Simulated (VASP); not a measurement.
# NaI (Immm) in VASP: settings compared

NaI is run at these levels: PBE, r2SCAN; tasks: single point.

Everything below comes from runs of VASP 6.6.1. Logs are shortened: lines on timing, memory, paths and dates and some standing lists are left out, and cuts for length are marked.

## (1) The cell of the first run

It takes space group Immm (No. 71, orthorhombic). Conventional cell: a = 4.531 Å, b = 4.605 Å, c = 6.459 Å, α = 90.00°, β = 90.00°, γ = 90.00°. Na (site symmetry mmm) has 6 I at 3.23 Å within 4.2 Å. Within 4.2 Å of I (site symmetry mmm) lie 6 Na at 3.23 Å.

## (2) Single point, PBE (shear xy strain -1.6%)

INCAR

```
SYSTEM = NaI
ALGO     = Normal         ! electronic algorithm
EDIFF    = 1E-6           ! SCF threshold, eV
ENCUT    = 520            ! plane-wave cutoff, eV
GGA      = PE             ! functional
ISIF     = 2              ! what is computed and relaxed
ISMEAR   = -1             ! smearing method
LASPH    = .True.         ! aspherical terms in the spheres
LCHARG   = .False.        ! write CHGCAR
LREAL    = .False.        ! projectors in reciprocal space
LWAVE    = .False.        ! write WAVECAR
NBANDS   = 14             ! bands
NELM     = 60             ! most SCF steps
PREC     = Accurate       ! precision mode
SIGMA    = 0.02           ! smearing width, eV
```

KPOINTS

```
k-points
0
Gamma
  8 8 8
  0 0 0
```

POSCAR

```
NaI
1.0
   -0.0261607365      3.2297205553      3.2297205553
    3.2297205553     -0.0261607365      3.2297205553
    3.2035598188      3.2035598188      0.0000000000
Na I
1 1
Direct
    0.0000000000      0.0000000000      0.0000000000
    0.5000000000      0.5000000000      0.5000000000
```

Potentials or basis: VASP PAW PBE potentials, release 64 (Na_pv, I).

Started as:

```
$ cat potpaw_PBE.64/Na_pv/POTCAR potpaw_PBE.64/I/POTCAR > POTCAR
$ mpirun -np 1 vasp_std > vasp.out
```

OUTCAR:

```text
SYSTEM = NaI
   EDIFF = 1E-6
   ENCUT = 520
   GGA = PE
   ISIF = 2
   ISMEAR = -1
   LASPH = .True.
   LREAL = .False.
   NELM = 60
   PREC = Accurate

 ion  position               nearest neighbor table
   1  0.000  0.000  0.000-
   2  0.500  0.500  0.500-

  LATTYP: Found a body centered orthorhombic cell.
 ALAT       =     4.5305177436
 B/A-ratio  =     1.0163322916
 C/A-ratio  =     1.4257622365

  Lattice vectors:

 A1 = (   0.0261607365,  -3.2297205553,  -3.2297205553)
 A2 = (  -0.0261607365,   3.2297205553,  -3.2297205553)
 A3 = (   3.2297205553,  -0.0261607365,   3.2297205553)

Analysis of symmetry for initial positions (statically):
=====================================================================
 Subroutine PRICEL returns:
 Original cell was already a primitive cell.

 Routine SETGRP: Setting up the symmetry group for a
 body centered orthorhombic supercell.

 Subroutine GETGRP returns: Found  8 space group operations
 (whereof  8 operations were pure point group operations)
 out of a pool of  8 trial point group operations.

The static configuration has the point symmetry D_2h.

Analysis of symmetry for dynamics (positions and initial velocities):
=====================================================================
 Subroutine PRICEL returns:
 Original cell was already a primitive cell.

 Routine SETGRP: Setting up the symmetry group for a
 body centered orthorhombic supercell.

 Subroutine GETGRP returns: Found  8 space group operations
 (whereof  8 operations were pure point group operations)
 out of a pool of  8 trial point group operations.

The dynamic configuration has the point symmetry D_2h.

 Subroutine INISYM returns: Found  8 space group operations
 (whereof  8 operations are pure point group operations),
 and found     1 'primitive' translations

----------------------------------------------------------------------------------------

                                     Primitive cell

  volume of cell :      67.3746

  direct lattice vectors                    reciprocal lattice vectors
    -0.026160737  3.229720555  3.229720555    -0.153568252  0.153568252  0.154812155
     3.229720555 -0.026160737  3.229720555     0.153568252 -0.153568252  0.154812155
     3.203559819  3.203559819  0.000000000     0.156076374  0.156076374 -0.154812155

  length of vectors
     4.567589530  4.567589530  4.530517744     0.266708117  0.266708117  0.269604288

  position of ions in fractional coordinates (direct lattice)
     0.000000000  0.000000000  0.000000000
     0.500000000  0.500000000  0.500000000
[... 83 lines left out ...]
   ISIF   =      2    stress and relaxation
   ISYM   =      2    0-nonsym 1-usesym 2-fastsym
   POTIM  = 0.5000    time-step for ionic-motion
   TEBEG  =    0.0;   TEEND  =   0.0 temperature during run
   PSTRESS=    0.0 pullay stress
   NELECT =      14.0000    total number of electrons
   NUPDOWN=      -1.0000    fix difference up-down
   EMIN   =  10.00;   EMAX   =-10.00  energy-range for DOS
   EFERMI =   0.00;   METHOD = LEGACY
   ISMEAR =    -1;   SIGMA  =   0.02  broadening in eV -4-tet -1-fermi 0-gaus
   EFERMI_NEDOS =   21; number of points for ismear=-14 and -15
   IALGO  =     38    algorithm
   IMIX   =      4    mixing-type and parameters
     AMIX     =   0.40;   BMIX     =  1.00
     AMIX_MAG =   1.60;   BMIX_MAG =  1.00
  volume/ion in A,a.u.               =      33.69       227.33
  Fermi-wavevector in a.u.,A,eV,Ry     =   0.969658  1.832389 12.792705  0.940237
  Thomas-Fermi vector in A             =   2.099729
   LORBIT       =      0    0 simple, 1 ext, 2 COOP (PROOUT), +10 PAW based schemes
   GGA     = PE    functional components
   LHFCALC =     F    Hartree Fock is set to
   AEXX    =    0.0000 exact exchange contribution
   IVDW    =     0    specifies the selected vdW correction
   LEPSILON=     F    determine dielectric tensor
   LRPA    =     F    only Hartree local field effects (RPA)
 non-spin polarized calculation
  energy-cutoff  :      520.00
  volume of cell :       67.37
 maximum number of plane-waves:      1838
 NGX is ok and might be reduce to    36
   NGX = 17   NGY = 17   NGZ = 17

 number of electron      13.9999995 magnetization

 Free energy of the ion-electron system (eV)
  ---------------------------------------------------
  ext. energy  EPLUGINS =         0.00000000
  ---------------------------------------------------
  free energy    TOTEN  =        -5.38336819 eV

  energy without entropy =       -5.38336819  energy(sigma->0) =       -5.38336819

 E-fermi :   1.3545     XC(G=0):  -7.7302

 val. band max:        0.8864448771   @ k =   0.0000   0.0000   0.0000
 cond. band min:       4.5064261858   @ k =   0.0000   0.0000   0.0000
 fundamental gap:      3.6199813087
 Fermi energy:         1.3545469236

 k-point     1 :       0.0000    0.0000    0.0000
  band No.  band energies     occupation
      1     -21.5831      2.00000
      2     -21.5822      2.00000
      3     -21.5814      2.00000
      4     -10.1834      2.00000
      5       0.8154      2.00000
      6       0.8498      2.00000
      7       0.8864      2.00000
      8       4.5064      0.00000
      9       8.6891      0.00000
     10       8.7813      0.00000
     11       8.8730      0.00000
     12      10.6088      0.00000
     13      10.6110      0.00000
     14      11.2887      0.00000
[... 377 lines left out ...]
      1     -21.5840      2.00000
      2     -21.5832      2.00000
      3     -21.5824      2.00000
      4     -10.0412      2.00000
      5      -0.2489      2.00000
      6       0.5963      2.00000
      7       0.6351      2.00000
      8       5.9424      0.00000
      9       7.8001      0.00000
     10       8.5698      0.00000
     11       9.3169      0.00000
     12       9.8630      0.00000
     13      10.9747      0.00000
     14      12.3642      0.00000

 [... further k-points ...]
[... 5 lines left out ...]
  --------------------------------------------------------------------------------------
  -------------------------------------------------------------------------------------
  Total        0.2328053      0.2328053      0.2310988      0.0490420      0.0000000      0.0000000
  in kB        5.5361396      5.5361396      5.4955585      1.1662242      0.0000000      0.0000000
  external PRESSURE =       5.5226126 kB  Pullay stress =       0.0000000 kB

 VOLUME and BASIS-vectors are now :
 -----------------------------------------------------------------------------
  energy-cutoff  :      520.00
  volume of cell :       67.37
      direct lattice vectors                 reciprocal lattice vectors
    -0.026160737  3.229720555  3.229720555    -0.153568252  0.153568252  0.154812155
     3.229720555 -0.026160737  3.229720555     0.153568252 -0.153568252  0.154812155
     3.203559819  3.203559819  0.000000000     0.156076374  0.156076374 -0.154812155

 POSITION                                       TOTAL-FORCE (eV/Angst)
 -----------------------------------------------------------------------------------
      0.00000      0.00000      0.00000        -0.000000     -0.000000     -0.000000
      3.20356      3.20356      3.22972         0.000000      0.000000      0.000000
 -----------------------------------------------------------------------------------
    total drift:                                0.000000      0.000000      0.000000

  FREE ENERGIE OF THE ION-ELECTRON SYSTEM (eV)
  ---------------------------------------------------
  free  energy   TOTEN  =        -5.3833681888 eV

  energy  without entropy=       -5.3833681888  energy(sigma->0) =       -5.38336819
```

stdout:

```text
POSCAR found type information on POSCAR NaI
 POSCAR found :  2 types and       2 ions
 scaLAPACK will be used
 LDA part: xc-table for (Slater+PW92), standard interpolation
 POSCAR, INCAR and KPOINTS ok, starting setup
 FFT: planning ... GRIDC
 FFT: planning ... GRID_SOFT
 FFT: planning ... GRID
 WAVECAR not read
 entering main loop
```

Run time: 56 s. Hardware: 1 thread of Intel Xeon Platinum 8259CL at 2.50GHz (Skylake/Cascade Lake), shared host; peak memory 0.25 GiB.

What came out:

| Item | Value |
| --- | --- |
| Free energy | -5.3834 eV |
| Pressure | 0.6 GPa |
| Band gap on the k mesh | 3.62 eV |

Caveat: the cell differs from its parent crystal (shear xy strain -1.6%); spin-orbit coupling is left out, which moves the levels of the heavy elements.

## (3) Single point, r2SCAN (shear xy strain -1.6%)

POSCAR is that of step 2.

INCAR.step1

```
SYSTEM = NaI
PREC = Accurate ; ENCUT = 520
ISMEAR = 0 ; SIGMA = 0.01
LREAL = .False. ; LASPH = .True.
NELM = 60 ; NBANDS = 14
GGA = PE ; ALGO = Normal
EDIFF = 1E-4 ; LWAVE = .True.
LCHARG = .False.
```

INCAR.step2

```
SYSTEM = NaI
PREC = Accurate ; ENCUT = 520
EDIFF = 1E-6 ; ISMEAR = 0
SIGMA = 0.01 ; LREAL = .False.
LASPH = .True. ; NELM = 60
ALGO = Normal ; ISIF = 2
LWAVE = .False. ; LCHARG = .False.
METAGGA = R2SCAN ; LMIXTAU = .True.
NBANDS = 14 ; ISTART = 1
```

KPOINTS

```
regular mesh
0
Gamma
  8 8 8
  0 0 0
```

Potentials or basis: VASP PAW PBE potentials, release 64 (Na_pv, I).

Started as:

```
$ cat potpaw_PBE.64/Na_pv/POTCAR potpaw_PBE.64/I/POTCAR > POTCAR
$ cp INCAR.step1 INCAR
$ mpirun -np 1 vasp_std > vasp.out
$ cp INCAR.step2 INCAR
$ mpirun -np 1 vasp_std > vasp.out
```

It took 4.2 min on 1 thread of Intel Xeon Platinum 8259CL at 2.50GHz (Skylake/Cascade Lake), shared host; peak memory 0.27 GiB.

The run converged. Its results:

| Property | Result |
| --- | --- |
| Free energy | -31.0854 eV |
| Pressure | -0.1 GPa |
| Band gap on the k mesh | 4.42 eV |

Stress tensor (GPa, compression positive):
```
-0.06  0.13  0.00
 0.13 -0.06  0.00
 0.00  0.00 -0.08
```

Levels at points of the mesh, in eV from the valence-band top:
```csv
k point,band 4,band 5,band 6,band 7,band 8,band 9,band 10,band 11
"(0.00, 0.00, 0.00)",-11.40,-0.07,-0.04,0.00,4.42,8.34,8.44,8.53
"(0.50, 0.00, 0.00)",-11.07,-2.25,-0.33,-0.30,5.68,8.04,8.12,9.76
"(0.50, 0.50, 0.00)",-10.98,-1.99,-0.86,-0.75,5.19,5.98,10.74,12.16
"(0.00, 0.00, 0.50)",-11.05,-2.24,-0.37,-0.34,5.63,7.96,8.04,9.81
"(0.50, 0.00, 0.50)",-10.97,-1.99,-0.81,-0.81,5.19,5.97,10.73,12.15
```

Caveat: the cell differs from its parent crystal (shear xy strain -1.6%); the PAW data sets were made with another functional, which shifts forces and pressure a little; spin-orbit coupling is left out, which moves the levels of the heavy elements.
